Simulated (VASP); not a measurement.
**LaTe: vibrations by perturbation theory with PBEsol**

The system is LaTe.

```
CELL_PARAMETERS angstrom
0.00000 3.22878 3.22878
3.22878 0.00000 3.22878
3.22878 3.22878 0.00000
ATOMIC_POSITIONS crystal
La 0.00000 0.00000 0.00000
Te 0.50000 0.50000 0.50000
```

```json
{
  "Program": "VASP 6.6.1",
  "Task": "vibrations by perturbation theory",
  "Functional": "PBEsol",
  "Potentials or basis": "VASP PAW PBE potentials, release 64 (La, Te)",
  "Cutoff": "520 eV",
  "k mesh": "10 × 10 × 10",
  "Occupations": "fermi-dirac, width 0.1 eV",
  "Spin": "no spin polarisation",
  "Dipole correction": "no",
  "Further INCAR settings": "ALGO = Normal; EDIFF = 1e-08; NBANDS = 16; IBRION = 8; NSW = 1"
}
```

```json
{"Highest phonon frequency at Γ, LO-TO splitting left out": "147 cm⁻¹"}
```

Phonon frequencies in cm⁻¹ (negative: imaginary):
| q point | frequencies |
| --- | --- |
| (0.000, 0.000, 0.000) | 0 0 0 147 147 147 |

Wall time 10 min on 1 thread of AMD EPYC 9R45 96-Core Processor (Zen 5), on a shared host, peak memory 0.42 GiB.

Caveat: the cell stands under pressure or tension, which shifts response properties.
